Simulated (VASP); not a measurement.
A run of VASP 6.6.1 is set up as follows.

Contents of INCAR:

```
SYSTEM = In6O
  ALGO = Normal
  EDIFF = 1E-6
  ENCUT = 600
  GGA = PE
  GGA_COMPAT = .FALSE.
  ISIF = 2
  ISMEAR = 0
  LASPH = .TRUE.
  LCHARG = .TRUE.
  LELF = .TRUE.
  LREAL = .FALSE.
  LVHAR = .TRUE.
  LWAVE = .FALSE.
  NBANDS = 51
  NELM = 120
  PREC = Accurate
  SIGMA = 0.2
```

File KPOINTS:

```
k-points
0
G
  3 3 3
  0 0 0
```

POSCAR

```
In6O
1.0
    5.8113966583      0.0000000000      0.0000000000
    0.0000000000      5.8113966583      0.0000000000
    0.0000000000      0.0000000000      5.3981493931
In O
6 1
Direct
    0.2535086551      0.2535086551      0.5000000000
    0.7464913449      0.7464913449      0.5000000000
    0.7464913449      0.2535086551      0.5000000000
    0.2535086551      0.7464913449      0.5000000000
    0.0000000000      0.5000000000      0.0000000000
    0.5000000000      0.0000000000      0.0000000000
    0.5000000000      0.5000000000      0.0000000000
```

Potentials or basis: VASP PAW PBE potentials, release 64 (In_d, O).

The run is started by

```sh
$ cat potpaw_PBE.64/In_d/POTCAR potpaw_PBE.64/O/POTCAR > POTCAR
$ mpirun -np 1 vasp_std > vasp.out
```

Question: What does it give for the band gap on the k mesh?

Answer: Zero (bands 42 and 43 overlap by 0.98 eV).

Question: Predict the pressure.

Answer: 0.0 GPa.

Question: Estimate the largest force.

Answer: 0.006 eV/Å.

Forces on the atoms (eV/Å):
```
In   0.004  0.004  0.000
In  -0.004 -0.004  0.000
In  -0.004  0.004  0.000
In   0.004 -0.004  0.000
In   0.000  0.000  0.000
In   0.000  0.000  0.000
O    0.000  0.000  0.000
```

Caveat: the k points lie up to 0.39 Å⁻¹ apart, too coarse for converged energies and pressures of a metal; spin-orbit coupling is left out, which moves the levels of the heavy elements.
